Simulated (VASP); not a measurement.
# AgCl (Fm-3m) in VASP: a series of runs

The runs below take AgCl through single point, with r2SCAN.

Everything below comes from runs of VASP 6.6.1. Logs are shortened: lines on timing, memory, paths and dates and some standing lists are left out, and cuts for length are marked.

## 1. The cell of the first run

The structure is cubic, space group Fm-3m (No. 225). The conventional cell has a = 5.325 Å, b = 5.325 Å, c = 5.325 Å, α = 90.00°, β = 90.00°, γ = 90.00°. Within 3.5 Å of Ag (site symmetry m-3m) lie 6 Cl at 2.66 Å. Cl (site symmetry m-3m) has 6 Ag at 2.66 Å within 3.5 Å.

## 2. Single point, r2SCAN (strain -4.0%)

The input, POSCAR:

```
AgCl
1.0
    0.0000000000      2.6622564615      2.6622564615
    2.6622564615      0.0000000000      2.6622564615
    2.6622564615      2.6622564615      0.0000000000
Ag Cl
1 1
Direct
    0.0000000000      0.0000000000      0.0000000000
    0.5000000000      0.5000000000      0.5000000000
```

The input, INCAR.step1:

```
SYSTEM = AgCl
  PREC = Accurate
  ENCUT = 520
  ISMEAR = 0
  SIGMA = 0.01
  LREAL = .FALSE.
  LASPH = .TRUE.
  NELM = 80
  NBANDS = 16
  GGA = PE
  ALGO = Normal
  EDIFF = 1E-4
  LWAVE = .TRUE.
  LCHARG = .FALSE.
```

The input, INCAR.step2:

```
SYSTEM = AgCl
  PREC = Accurate
  ENCUT = 520
  EDIFF = 1E-6
  ISMEAR = 0
  SIGMA = 0.01
  LREAL = .FALSE.
  LASPH = .TRUE.
  NELM = 80
  ALGO = Normal
  ISIF = 2
  LWAVE = .FALSE.
  LCHARG = .FALSE.
  METAGGA = R2SCAN
  LMIXTAU = .TRUE.
  NBANDS = 16
  ISTART = 1
```

The input, KPOINTS:

```
Automatic mesh
0
G
  8 8 8
  0 0 0
```

Potentials or basis: VASP PAW PBE potentials, release 64 (Ag, Cl).

On the command line:

```bash
$ cat potpaw_PBE.64/Ag/POTCAR potpaw_PBE.64/Cl/POTCAR > POTCAR
$ cp INCAR.step1 INCAR
$ mpirun -np 1 vasp_std > vasp.out
$ cp INCAR.step2 INCAR
$ mpirun -np 1 vasp_std > vasp.out
```

OUTCAR:

```text
SYSTEM = AgCl
   PREC = Accurate
   ENCUT = 520
   EDIFF = 1E-6
   ISMEAR = 0
   LREAL = .FALSE.
   LASPH = .TRUE.
   NELM = 80
   ISIF = 2
   METAGGA = R2SCAN
   ISTART = 1

 ion  position               nearest neighbor table
   1  0.000  0.000  0.000-   2 2.66   2 2.66   2 2.66   2 2.66   2 2.66   2 2.66
   2  0.500  0.500  0.500-   1 2.66   1 2.66   1 2.66   1 2.66   1 2.66   1 2.66

  LATTYP: Found a face centered cubic cell.
 ALAT       =     5.3245129230

  Lattice vectors:

 A1 = (   0.0000000000,   2.6622564615,   2.6622564615)
 A2 = (   2.6622564615,   0.0000000000,   2.6622564615)
 A3 = (   2.6622564615,   2.6622564615,   0.0000000000)

Analysis of symmetry for initial positions (statically):
=====================================================================
 Subroutine PRICEL returns:
 Original cell was already a primitive cell.

 Routine SETGRP: Setting up the symmetry group for a
 face centered cubic supercell.

 Subroutine GETGRP returns: Found 48 space group operations
 (whereof 48 operations were pure point group operations)
 out of a pool of 48 trial point group operations.

The static configuration has the point symmetry O_h .

Analysis of symmetry for dynamics (positions and initial velocities):
=====================================================================
 Subroutine PRICEL returns:
 Original cell was already a primitive cell.

 Routine SETGRP: Setting up the symmetry group for a
 face centered cubic supercell.

 Subroutine GETGRP returns: Found 48 space group operations
 (whereof 48 operations were pure point group operations)
 out of a pool of 48 trial point group operations.

The dynamic configuration has the point symmetry O_h .

 Subroutine INISYM returns: Found 48 space group operations
 (whereof 48 operations are pure point group operations),
 and found     1 'primitive' translations

----------------------------------------------------------------------------------------

                                     Primitive cell

  volume of cell :      37.7381

  direct lattice vectors                    reciprocal lattice vectors
     0.000000000  2.662256462  2.662256462    -0.187810606  0.187810606  0.187810606
[... 69 lines left out ...]
   number of dos      NEDOS =    301   number of ions     NIONS =      2
   total plane-waves  NPLWV =  21952
   dimension x,y,z NGX =    28 NGY =   28 NGZ =   28
   dimension x,y,z NGXF=    56 NGYF=   56 NGZF=   56
   ions per type =               1   1
   NGX,Y,Z   is equivalent  to a cutoff of  12.36, 12.36, 12.36 a.u.
   NGXF,Y,Z  is equivalent  to a cutoff of  24.73, 24.73, 24.73 a.u.
 SYSTEM =  AgCl
   PREC   = accura    normal or accurate (medium, high low for compatibility)
   ISTART =      1    job   : 0-new  1-cont  2-samecut
   ICHARG =      0    charge: 1-file 2-atom 10-const
   ISPIN  =      1    spin polarized calculation?
   LNONCOLLINEAR =      F non collinear calculations
   LSORBIT =      F    spin-orbit coupling
   LASPH  =      T    aspherical Exc in radial PAW
   ENCUT  =  520.0 eV  38.22 Ry    6.18 a.u.   7.00  7.00  7.00*2*pi/ulx,y,z
   NELM   =     80;   NELMIN=  2; NELMDL=  0     # of ELM steps
   EDIFF  = 0.1E-05   stopping-criterion for ELM
   LREAL  =      F    real-space projection
[... 7 lines left out ...]
   TEBEG  =    0.0;   TEEND  =   0.0 temperature during run
   PSTRESS=    0.0 pullay stress
   NELECT =      18.0000    total number of electrons
   NUPDOWN=      -1.0000    fix difference up-down
   EMIN   =  10.00;   EMAX   =-10.00  energy-range for DOS
   EFERMI =   0.00;   METHOD = LEGACY
   ISMEAR =     0;   SIGMA  =   0.01  broadening in eV -4-tet -1-fermi 0-gaus
   EFERMI_NEDOS =   21; number of points for ismear=-14 and -15
   IALGO  =     38    algorithm
   IMIX   =      4    mixing-type and parameters
     AMIX     =   0.40;   BMIX     =  1.00
     AMIX_MAG =   1.60;   BMIX_MAG =  1.00
  volume/ion in A,a.u.               =      18.87       127.33
  Fermi-wavevector in a.u.,A,eV,Ry     =   1.279104  2.417156 22.260580  1.636106
  Thomas-Fermi vector in A             =   2.411608
   LORBIT       =      0    0 simple, 1 ext, 2 COOP (PROOUT), +10 PAW based schemes
   METAGGA = R2SCAN    functional components
   LHFCALC =     F    Hartree Fock is set to
   AEXX    =    0.0000 exact exchange contribution
   IVDW    =     0    specifies the selected vdW correction
   LEPSILON=     F    determine dielectric tensor
   LRPA    =     F    only Hartree local field effects (RPA)
 non-spin polarized calculation
 Gauss-broadening in eV      SIGMA  =   0.01
  energy-cutoff  :      520.00
  volume of cell :       37.74
 maximum number of plane-waves:      1036
   NGX = 13   NGY = 13   NGZ = 13

 number of electron      17.9999999 magnetization

 Free energy of the ion-electron system (eV)
  ---------------------------------------------------
  ext. energy  EPLUGINS =         0.00000000
  ---------------------------------------------------
  free energy    TOTEN  =       -28.52904032 eV

  energy without entropy =      -28.52904032  energy(sigma->0) =      -28.52904032

 E-fermi :   5.3444     XC(G=0): -11.2044

 val. band max:        5.2197357260   @ k =   0.5000   0.0000   0.0000
 cond. band min:       6.6756300353   @ k =   0.0000   0.0000   0.0000
 fundamental gap:      1.4558943093
 Fermi energy:         5.3444360222

 k-point     1 :       0.0000    0.0000    0.0000
  band No.  band energies     occupation
      1     -11.5111      2.00000
      2       2.2107      2.00000
      3       2.2107      2.00000
      4       2.2107      2.00000
      5       2.2185      2.00000
      6       2.2185      2.00000
[... 433 lines left out ...]
      3       0.1068      2.00000
      4       0.1767      2.00000
      5       2.6192      2.00000
      6       2.7009      2.00000
[... 8 lines left out ...]
     15      19.8094      0.00000
     16      21.3397      0.00000

 [... further k-points ...]
[... 5 lines left out ...]
  --------------------------------------------------------------------------------------
  -------------------------------------------------------------------------------------
  Total        1.9746065      1.9746065      1.9746065      0.0000000      0.0000000     -0.0000000
  in kB       83.8323175     83.8323175     83.8323175      0.0000000      0.0000000     -0.0000000
  external PRESSURE =      83.8323175 kB  Pullay stress =       0.0000000 kB

 VOLUME and BASIS-vectors are now :
 -----------------------------------------------------------------------------
  energy-cutoff  :      520.00
  volume of cell :       37.74
      direct lattice vectors                 reciprocal lattice vectors
     0.000000000  2.662256462  2.662256462    -0.187810606  0.187810606  0.187810606
     2.662256462  0.000000000  2.662256462     0.187810606 -0.187810606  0.187810606
     2.662256462  2.662256462  0.000000000     0.187810606  0.187810606 -0.187810606

 POSITION                                       TOTAL-FORCE (eV/Angst)
 -----------------------------------------------------------------------------------
      0.00000      0.00000      0.00000         0.000000     -0.000000     -0.000000
      2.66226      2.66226      2.66226        -0.000000      0.000000      0.000000
 -----------------------------------------------------------------------------------
    total drift:                                0.000000      0.000000      0.000000

  FREE ENERGIE OF THE ION-ELECTRON SYSTEM (eV)
  ---------------------------------------------------
  free  energy   TOTEN  =       -28.5290403186 eV

  energy  without entropy=      -28.5290403186  energy(sigma->0) =      -28.52904032
```

OUTCAR.step1:

```text
SYSTEM = AgCl
   PREC = Accurate
   ENCUT = 520
   ISMEAR = 0
   LREAL = .FALSE.
   LASPH = .TRUE.
[... 677 lines left out ...]
      0.00000      0.00000      0.00000         0.000000      0.000000      0.000000
      2.66226      2.66226      2.66226        -0.000000     -0.000000      0.000000
 -----------------------------------------------------------------------------------
    total drift:                                0.000000      0.000000      0.000000

  FREE ENERGIE OF THE ION-ELECTRON SYSTEM (eV)
  ---------------------------------------------------
  free  energy   TOTEN  =        -5.2336493896 eV

  energy  without entropy=       -5.2336493896  energy(sigma->0) =       -5.23364939
```

Run time: 32 s. Hardware: 1 thread of Intel Xeon 6975P-C (Granite Rapids), shared host; peak memory 0.17 GiB.

Results:

| Property | Result |
| --- | --- |
| Free energy | -28.5290 eV |
| Pressure | 8.4 GPa |
| Band gap on the k mesh | 1.46 eV (least direct gap 4.20 eV) |

Caveat: the cell differs from its parent crystal (strain -4.0%); the cell stands under pressure; the PAW data sets were made with another functional, which shifts forces and pressure a little. A k mesh can miss the band edges.

## 3. Single point, r2SCAN (strain +3.0%)

The input, POSCAR:

```
AgCl
1.0
    0.0000000000      2.8563793285      2.8563793285
    2.8563793285      0.0000000000      2.8563793285
    2.8563793285      2.8563793285      0.0000000000
Ag Cl
1 1
Direct
    0.0000000000      0.0000000000      0.0000000000
    0.5000000000      0.5000000000      0.5000000000
```

The input, INCAR.step1:

```
  PREC = Accurate
  ENCUT = 520
  ISMEAR = 0
  SIGMA = 0.01
  LREAL = False
  LASPH = True
  NELM = 60
  NBANDS = 16
  GGA = PE
  ALGO = Normal
  EDIFF = 1E-4
  LWAVE = True
  LCHARG = False
```

The input, INCAR.step2:

```
  PREC = Accurate
  ENCUT = 520
  EDIFF = 1E-6
  ISMEAR = 0
  SIGMA = 0.01
  LREAL = False
  LASPH = True
  NELM = 60
  ALGO = Normal
  ISIF = 2
  LWAVE = False
  LCHARG = True
  METAGGA = R2SCAN
  LMIXTAU = True
  LELF = True
  LVHAR = True
  NBANDS = 16
  ISTART = 1
```

The input, KPOINTS:

```
regular mesh
0
Gamma
  8 8 8
```

Potentials or basis: VASP PAW PBE potentials, release 64 (Ag, Cl).

On the command line:

```bash
$ cat potpaw_PBE.64/Ag/POTCAR potpaw_PBE.64/Cl/POTCAR > POTCAR
$ cp INCAR.step1 INCAR
$ mpirun -np 1 vasp_std > vasp.out
$ cp INCAR.step2 INCAR
$ mpirun -np 1 vasp_std > vasp.out
```

OUTCAR:

```text
PREC = Accurate
   ENCUT = 520
   EDIFF = 1E-6
   ISMEAR = 0
   LREAL = False
   LASPH = True
   NELM = 60
   ISIF = 2
   METAGGA = R2SCAN
   ISTART = 1

 ion  position               nearest neighbor table
   1  0.000  0.000  0.000-   2 2.86   2 2.86   2 2.86   2 2.86   2 2.86   2 2.86
   2  0.500  0.500  0.500-   1 2.86   1 2.86   1 2.86   1 2.86   1 2.86   1 2.86

  LATTYP: Found a face centered cubic cell.
 ALAT       =     5.7127586570

  Lattice vectors:

 A1 = (   0.0000000000,   2.8563793285,   2.8563793285)
 A2 = (   2.8563793285,   0.0000000000,   2.8563793285)
 A3 = (   2.8563793285,   2.8563793285,   0.0000000000)

Analysis of symmetry for initial positions (statically):
=====================================================================
 Subroutine PRICEL returns:
 Original cell was already a primitive cell.

 Routine SETGRP: Setting up the symmetry group for a
 face centered cubic supercell.

 Subroutine GETGRP returns: Found 48 space group operations
 (whereof 48 operations were pure point group operations)
 out of a pool of 48 trial point group operations.

[... 156 lines left out ...]
  ext. energy  EPLUGINS =         0.00000000
  ---------------------------------------------------
  free energy    TOTEN  =       -28.59445538 eV

  energy without entropy =      -28.59445538  energy(sigma->0) =      -28.59445538

 E-fermi :   2.5330     XC(G=0): -10.0248

 val. band max:        2.4505370010   @ k =   0.5000   0.0000   0.0000
 cond. band min:       3.8934454631   @ k =   0.0000   0.0000   0.0000
 fundamental gap:      1.4429084621
 Fermi energy:         2.5329788136

 k-point     1 :       0.0000    0.0000    0.0000
  band No.  band energies     occupation
      1     -12.7811      2.00000
      2       0.3465      2.00000
      3       0.3465      2.00000
      4       0.3465      2.00000
      5       0.3791      2.00000
      6       0.3791      2.00000
[... 433 lines left out ...]
      3      -1.1658      2.00000
      4      -1.1400      2.00000
      5       0.5826      2.00000
      6       0.6367      2.00000
[... 8 lines left out ...]
     15      16.4200      0.00000
     16      17.8896      0.00000

 [... further k-points ...]
[... 5 lines left out ...]
  --------------------------------------------------------------------------------------
  -------------------------------------------------------------------------------------
  Total       -1.0649529     -1.0649529     -1.0649529     -0.0000000      0.0000000     -0.0000000
  in kB      -36.6069329    -36.6069329    -36.6069329     -0.0000000      0.0000000     -0.0000000
  external PRESSURE =     -36.6069329 kB  Pullay stress =       0.0000000 kB

 VOLUME and BASIS-vectors are now :
 -----------------------------------------------------------------------------
  energy-cutoff  :      520.00
  volume of cell :       46.61
      direct lattice vectors                 reciprocal lattice vectors
     0.000000000  2.856379329  2.856379329    -0.175046779  0.175046779  0.175046779
     2.856379329  0.000000000  2.856379329     0.175046779 -0.175046779  0.175046779
     2.856379329  2.856379329  0.000000000     0.175046779  0.175046779 -0.175046779

 POSITION                                       TOTAL-FORCE (eV/Angst)
 -----------------------------------------------------------------------------------
      0.00000      0.00000      0.00000         0.000000      0.000000      0.000000
      2.85638      2.85638      2.85638        -0.000000     -0.000000     -0.000000
 -----------------------------------------------------------------------------------
    total drift:                               -0.000000      0.000000      0.000000

  FREE ENERGIE OF THE ION-ELECTRON SYSTEM (eV)
  ---------------------------------------------------
  free  energy   TOTEN  =       -28.5944553808 eV

  energy  without entropy=      -28.5944553808  energy(sigma->0) =      -28.59445538
```

OUTCAR.step1:

```text
PREC = Accurate
   ENCUT = 520
   ISMEAR = 0
   LREAL = False
   LASPH = True
[... 677 lines left out ...]
      0.00000      0.00000      0.00000         0.000000     -0.000000     -0.000000
      2.85638      2.85638      2.85638        -0.000000      0.000000      0.000000
 -----------------------------------------------------------------------------------
    total drift:                               -0.000000      0.000000      0.000000

  FREE ENERGIE OF THE ION-ELECTRON SYSTEM (eV)
  ---------------------------------------------------
  free  energy   TOTEN  =        -5.3847554121 eV

  energy  without entropy=       -5.3847554121  energy(sigma->0) =       -5.38475541
```

Wall time 43 s (1 thread of Intel Xeon 6975P-C (Granite Rapids), shared host); peak memory 0.18 GiB.

What came out:

- Free energy: -28.5945 eV
- Pressure: -3.7 GPa
- Band gap on the k mesh: 1.44 eV (least direct gap 3.43 eV)

Caveat: the cell differs from its parent crystal (strain +3.0%); the cell stands under tension; the PAW data sets were made with another functional, which shifts forces and pressure a little. A k mesh can miss the band edges.
